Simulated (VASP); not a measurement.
**Sr: single point with r2SCAN**

The system is Sr.

```
Sr
1.0
     0.00000    3.05449    3.05449
     3.05449    0.00000    3.05449
     3.05449    3.05449    0.00000
Sr
1
Direct
  0.00000 0.00000 0.00000
```

```yaml
Program: VASP 6.6.1
Task: single point
Functional: r2SCAN
Potentials_or_basis: VASP PAW PBE potentials, release 64 (Sr_sv)
Cutoff: 520 eV
k_mesh: 16 × 16 × 16
Occupations: fermi-dirac, width 0.15 eV
Spin: no spin polarisation
Dipole_correction: no
Further_INCAR_settings: ALGO = Normal; EDIFF = 1e-06; NBANDS = 11
```

```
Pressure               : 0.0 GPa
Band gap on the k mesh : zero (bands 5 and 6 overlap by 0.20 eV)
```

Levels at points of the mesh, in eV from the Fermi level:
```tsv
k point	band 1	band 2	band 3	band 4	band 5	band 6	band 7	band 8	band 9	band 10
(0.00, 0.00, 0.00)	-38.05	-19.32	-19.32	-19.32	-3.75	2.69	2.69	2.69	4.19	4.19
(0.50, 0.00, 0.00)	-38.04	-19.50	-19.34	-19.34	-1.01	-0.05	2.51	2.51	5.23	5.23
(0.50, 0.50, 0.00)	-38.04	-19.49	-19.38	-19.38	-0.53	0.55	1.00	5.24	5.53	5.53
```

Wall time 7.3 min on 1 thread of Oxide Virtual Turin-like Processor, with other jobs on the host, peak memory 0.21 GiB.

Caveat: the PAW data sets were made with another functional, which shifts forces and pressure a little.
